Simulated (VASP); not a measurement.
# BN in VASP: notebook

Runs on BN. Level: PBE+D3(BJ). Tasks: single point, relaxation of the atoms.

Everything below comes from runs of VASP 6.6.1. Logs are shortened: lines on timing, memory, paths and dates and some standing lists are left out, and cuts for length are marked.

### 1 The cell of the first run

The cell holds a slab with vacuum, 4 atoms: a = 2.504 Å, b = 2.504 Å, c = 23.331 Å, α = 90.00°, β = 90.00°, γ = 120.00°.

### 2 Single point, PBE+D3(BJ)

The input, INCAR:

```
SYSTEM = BN
PREC = Accurate ; ENCUT = 520
EDIFF = 1E-7 ; ISMEAR = 0
SIGMA = 0.05 ; LREAL = .False.
LASPH = .True. ; NELM = 60
ALGO = Normal ; ISIF = 2
LWAVE = .False. ; LCHARG = .False.
LDIPOL = .True. ; IDIPOL = 3
DIPOL = 0.5 0.5 0.500 ; GGA = PE
IVDW = 12 ; NBANDS = 16
```

The input, KPOINTS:

```
Automatic mesh
0
Gamma
  12 12 1
  0 0 0
```

The input, POSCAR:

```
BN
1.0
    2.5039917040      0.0000000000      0.0000000000
   -1.2519958520      2.1685204265      0.0000000000
    0.0000000000      0.0000000000     23.3305999855
B N
2 2
Direct
    0.6666666667      0.3333333333      0.4286216388
    0.3333333333      0.6666666667      0.5713783612
    0.3333333333      0.6666666667      0.4286216388
    0.6666666667      0.3333333333      0.5713783612
```

Potentials or basis: VASP PAW PBE potentials, release 64 (B, N).

Launch:

```bash
$ cat potpaw_PBE.64/B/POTCAR potpaw_PBE.64/N/POTCAR > POTCAR
$ mpirun -np 1 vasp_std > vasp.out
```

OUTCAR:

```text
SYSTEM = BN
   PREC = Accurate
   ENCUT = 520
   EDIFF = 1E-7
   ISMEAR = 0
   LREAL = .False.
   LASPH = .True.
   NELM = 60
   ISIF = 2
   GGA = PE
   IVDW = 12
 IVDW          = 12

 ion  position               nearest neighbor table
   1  0.667  0.333  0.429-   3 1.45   3 1.45   3 1.45
   2  0.333  0.667  0.571-   4 1.45   4 1.45   4 1.45
   3  0.333  0.667  0.429-   1 1.45   1 1.45   1 1.45
   4  0.667  0.333  0.571-   2 1.45   2 1.45   2 1.45

  LATTYP: Found a hexagonal cell.
 ALAT       =     2.5039917040
 C/A-ratio  =     9.3173631319

  Lattice vectors:

 A1 = (   2.5039917040,   0.0000000000,   0.0000000000)
 A2 = (  -1.2519958520,   2.1685204265,   0.0000000000)
 A3 = (   0.0000000000,   0.0000000000,  23.3305999855)

Analysis of symmetry for initial positions (statically):
=====================================================================
 Subroutine PRICEL returns:
 Original cell was already a primitive cell.

 Routine SETGRP: Setting up the symmetry group for a
 hexagonal supercell.

 Subroutine GETGRP returns: Found 12 space group operations
 (whereof 12 operations were pure point group operations)
 out of a pool of 24 trial point group operations.

The static configuration has the point symmetry D_3d.

Analysis of symmetry for dynamics (positions and initial velocities):
=====================================================================
 Subroutine PRICEL returns:
 Original cell was already a primitive cell.

 Routine SETGRP: Setting up the symmetry group for a
 hexagonal supercell.

 Subroutine GETGRP returns: Found 12 space group operations
 (whereof 12 operations were pure point group operations)
 out of a pool of 24 trial point group operations.

The dynamic configuration has the point symmetry D_3d.

 Subroutine INISYM returns: Found 12 space group operations
 (whereof 12 operations are pure point group operations),
 and found     1 'primitive' translations

----------------------------------------------------------------------------------------

                                     Primitive cell

  volume of cell :     126.6842

  direct lattice vectors                    reciprocal lattice vectors
     2.503991704  0.000000000  0.000000000     0.399362345  0.230571958  0.000000000
    -1.251995852  2.168520427  0.000000000     0.000000000  0.461143915  0.000000000
     0.000000000  0.000000000 23.330599986     0.000000000  0.000000000  0.042862164

  length of vectors
     2.503991704  2.503991704 23.330599986     0.461143915  0.461143915  0.042862164

  position of ions in fractional coordinates (direct lattice)
     0.666666667  0.333333333  0.428621639
     0.333333333  0.666666667  0.571378361
     0.333333333  0.666666667  0.428621639
     0.666666667  0.333333333  0.571378361

  ion indices of the primitive-cell ions
   primitive index   ion index
                 1           1
                 2           2
                 3           3
                 4           4

----------------------------------------------------------------------------------------

 KPOINTS: Automatic mesh

Automatic generation of k-mesh.
 Grid dimensions read from file:
 generate k-points for:   12   12    1

 Generating k-lattice:

  Cartesian coordinates                     Fractional coordinates (reciprocal lattice)
     0.033280195  0.019214330  0.000000000     0.083333333 -0.000000000  0.000000000
     0.000000000  0.038428660  0.000000000     0.000000000  0.083333333  0.000000000
     0.000000000  0.000000000  0.042862164     0.000000000  0.000000000  1.000000000

  Length of vectors
     0.038428660  0.038428660  0.042862164

  Shift w.r.t. Gamma in fractional coordinates (k-lattice)
     0.000000000  0.000000000  0.000000000

 Subroutine IBZKPT returns following result:
 ===========================================

 Found     19 irreducible k-points:

 Following reciprocal coordinates:
            Coordinates               Weight
  0.000000  0.000000  0.000000      1.000000
  0.083333 -0.000000  0.000000      6.000000
  0.166667  0.000000  0.000000      6.000000
  0.250000 -0.000000  0.000000      6.000000
  0.333333  0.000000  0.000000      6.000000
  0.416667 -0.000000  0.000000      6.000000
[... 11 lines left out ...]
  0.333333  0.250000  0.000000     12.000000
  0.333333  0.333333  0.000000      2.000000
   k-points           NKPTS =     19   k-points in BZ     NKDIM =     19   number of bands    NBANDS=     16
   number of dos      NEDOS =    301   number of ions     NIONS =      4
   total plane-waves  NPLWV =  72000
   dimension x,y,z NGX =    20 NGY =   20 NGZ =  180
   dimension x,y,z NGXF=    40 NGYF=   40 NGZF=  360
   ions per type =               2   2
   NGX,Y,Z   is equivalent  to a cutoff of  13.28, 13.28, 12.83 a.u.
   NGXF,Y,Z  is equivalent  to a cutoff of  26.56, 26.56, 25.65 a.u.
 SYSTEM =  BN
   PREC   = accura    normal or accurate (medium, high low for compatibility)
   ISTART =      0    job   : 0-new  1-cont  2-samecut
   ICHARG =      2    charge: 1-file 2-atom 10-const
   ISPIN  =      1    spin polarized calculation?
   LNONCOLLINEAR =      F non collinear calculations
   LSORBIT =      F    spin-orbit coupling
   LASPH  =      T    aspherical Exc in radial PAW
   ENCUT  =  520.0 eV  38.22 Ry    6.18 a.u.   4.66  4.66 43.38*2*pi/ulx,y,z
   NELM   =     60;   NELMIN=  2; NELMDL= -5     # of ELM steps
   EDIFF  = 0.1E-06   stopping-criterion for ELM
   LREAL  =      F    real-space projection
   EDIFFG = 0.1E-05   stopping-criterion for IOM
   NSW    =      0    number of steps for IOM
   IBRION =     -1    ionic relax: 0-MD 1-quasi-New 2-CG
   NFREE  =      0    steps in history (QN), initial steepest desc. (CG)
   ISIF   =      2    stress and relaxation
   ISYM   =      2    0-nonsym 1-usesym 2-fastsym
   POTIM  = 0.5000    time-step for ionic-motion
   TEBEG  =    0.0;   TEEND  =   0.0 temperature during run
   PSTRESS=    0.0 pullay stress
   NELECT =      16.0000    total number of electrons
   NUPDOWN=      -1.0000    fix difference up-down
   EMIN   =  10.00;   EMAX   =-10.00  energy-range for DOS
   EFERMI =   0.00;   METHOD = LEGACY
   ISMEAR =     0;   SIGMA  =   0.05  broadening in eV -4-tet -1-fermi 0-gaus
   EFERMI_NEDOS =   21; number of points for ismear=-14 and -15
   IALGO  =     38    algorithm
   IMIX   =      4    mixing-type and parameters
     AMIX     =   0.40;   BMIX     =  1.00
     AMIX_MAG =   1.60;   BMIX_MAG =  1.00
  volume/ion in A,a.u.               =      31.67       213.73
  Fermi-wavevector in a.u.,A,eV,Ry     =   0.821374  1.552171  9.179232  0.674655
  Thomas-Fermi vector in A             =   1.932521
   LORBIT       =      0    0 simple, 1 ext, 2 COOP (PROOUT), +10 PAW based schemes
   GGA     = PE    functional components
   LHFCALC =     F    Hartree Fock is set to
   AEXX    =    0.0000 exact exchange contribution
   IVDW    =    12    specifies the selected vdW correction
   LEPSILON=     F    determine dielectric tensor
   LRPA    =     F    only Hartree local field effects (RPA)
 non-spin polarized calculation
 Gauss-broadening in eV      SIGMA  =   0.05
  energy-cutoff  :      520.00
  volume of cell :      126.68
 maximum number of plane-waves:      3447
 NGX is ok and might be reduce to    20
   NGX =  9   NGY =  9   NGZ = 87

 number of electron      15.9999999 magnetization

 dipolmoment           0.000000      0.000000     -0.000000 electrons x Angstroem

 Free energy of the ion-electron system (eV)
  ---------------------------------------------------
  ext. energy  EPLUGINS =         0.00000000
  ---------------------------------------------------
  free energy    TOTEN  =       -35.17667332 eV

  energy without entropy =      -35.17667332  energy(sigma->0) =      -35.17667332

 E-fermi :  -3.2449     XC(G=0):  -3.2407

 val. band max:       -3.5426550155   @ k =   0.3333   0.3333   0.0000
 cond. band min:       0.9616659531   @ k =   0.5000  -0.0000   0.0000
 fundamental gap:      4.5043209686
 Fermi energy:        -3.2448525197

 k-point     1 :       0.0000    0.0000    0.0000
  band No.  band energies     occupation
      1     -21.2575      2.00000
      2     -21.1134      2.00000
      3      -9.2712      2.00000
      4      -8.2378      2.00000
      5      -4.8586      2.00000
      6      -4.8586      2.00000
[... 8 lines left out ...]
     15       5.0336      0.00000
     16       6.6898      0.00000

 k-point     2 :       0.0833   -0.0000    0.0000
  band No.  band energies     occupation
      1     -21.1227      2.00000
      2     -20.9808      2.00000
      3      -9.0882      2.00000
      4      -8.0638      2.00000
      5      -5.4160      2.00000
      6      -5.4007      2.00000
[... 8 lines left out ...]
     15       5.2469      0.00000
     16       6.8053      0.00000

 k-point     3 :       0.1667    0.0000    0.0000
  band No.  band energies     occupation
      1     -20.7256      2.00000
      2     -20.5905      2.00000
      3      -8.5474      2.00000
      4      -7.5555      2.00000
      5      -6.8228      2.00000
      6      -6.8076      2.00000
[... 8 lines left out ...]
     15       5.8324      0.00000
     16       6.9960      0.00000

 k-point     4 :       0.2500   -0.0000    0.0000
  band No.  band energies     occupation
      1     -20.0929      2.00000
      2     -19.9701      2.00000
      3      -8.6264      2.00000
      4      -8.6001      2.00000
      5      -7.6626      2.00000
      6      -6.7234      2.00000
[... 8 lines left out ...]
     15       5.9902      0.00000
     16       6.8665      0.00000
[... 229 lines left out ...]
 k-point    17 :       0.2500    0.2500    0.0000
  band No.  band energies     occupation
      1     -18.2530      2.00000
      2     -18.1839      2.00000
      3     -11.1255      2.00000
      4     -11.1084      2.00000
      5      -9.4031      2.00000
      6      -9.3780      2.00000
[... 8 lines left out ...]
     15       9.0407      0.00000
     16       9.6086      0.00000

 k-point    18 :       0.3333    0.2500    0.0000
  band No.  band energies     occupation
      1     -17.7254      2.00000
      2     -17.6930      2.00000
      3     -11.6585      2.00000
      4     -11.6129      2.00000
      5     -10.0140      2.00000
      6      -9.9850      2.00000
[... 8 lines left out ...]
     15      10.2509      0.00000
     16      10.6728      0.00000

 k-point    19 :       0.3333    0.3333    0.0000
  band No.  band energies     occupation
      1     -17.5149      2.00000
      2     -17.5149      2.00000
      3     -11.4640      2.00000
      4     -11.3855      2.00000
      5     -10.6796      2.00000
      6     -10.6796      2.00000
[... 8 lines left out ...]
     15      10.9489      0.00000
     16      12.0646      0.00000

------------------------ aborting loop because EDIFF is reached ----------------------------------------

 vacuum level on the upper side and lower side of the slab       (xc-potential included)        -0.066        -0.066

 Edisp (eV)   -0.42491

 E8    (eV) :    -0.1311

  FORCE on cell =-STRESS in cart. coord.  units (eV):
  Direction    XX          YY          ZZ          XY          YZ          ZX
  --------------------------------------------------------------------------------------
  -------------------------------------------------------------------------------------
  Total       0.40270     0.40270    -0.01326     0.00000     0.00000     0.00000
  in kB       5.09291     5.09291    -0.16771     0.00000     0.00000     0.00000
  external pressure =        3.34 kB  Pullay stress =        0.00 kB

 VOLUME and BASIS-vectors are now :
 -----------------------------------------------------------------------------
  energy-cutoff  :      520.00
  volume of cell :      126.68
      direct lattice vectors                 reciprocal lattice vectors
     2.503991704  0.000000000  0.000000000     0.399362345  0.230571958  0.000000000
    -1.251995852  2.168520427  0.000000000     0.000000000  0.461143915  0.000000000
     0.000000000  0.000000000 23.330599986     0.000000000  0.000000000  0.042862164

 POSITION                                       TOTAL-FORCE (eV/Angst)
 -----------------------------------------------------------------------------------
      1.25200      0.72284     10.00000         0.000000     -0.000000      0.019228
     -0.00000      1.44568     13.33060        -0.000000      0.000000     -0.019228
     -0.00000      1.44568     10.00000        -0.000000     -0.000000     -0.026712
      1.25200      0.72284     13.33060         0.000000      0.000000      0.026712
 -----------------------------------------------------------------------------------
    total drift:                                0.000000     -0.000000     -0.000000

  FREE ENERGIE OF THE ION-ELECTRON SYSTEM (eV)
  ---------------------------------------------------
  free  energy   TOTEN  =       -35.6015860606 eV

  energy  without entropy=      -35.6015860606  energy(sigma->0) =      -35.60158606

 vacuum level on the upper side and lower side of the slab         2.258         2.258
```

Wall time 57 s (1 thread of Intel Xeon Platinum 8375C at 2.90GHz (Ice Lake), shared host); peak memory 0.25 GiB.

What came out:

- Free energy: -35.6016 eV
- Largest force: 0.027 eV/Å
- Band gap on the k mesh: 4.50 eV, indirect (least direct gap 4.74 eV)
- Dispersion energy per atom: -0.106 eV

Forces on the atoms (eV/Å):
```
B    0.000  0.000  0.019
B    0.000  0.000 -0.019
N    0.000  0.000 -0.027
N    0.000  0.000  0.027
```

(Continued in part 2 of 2.)
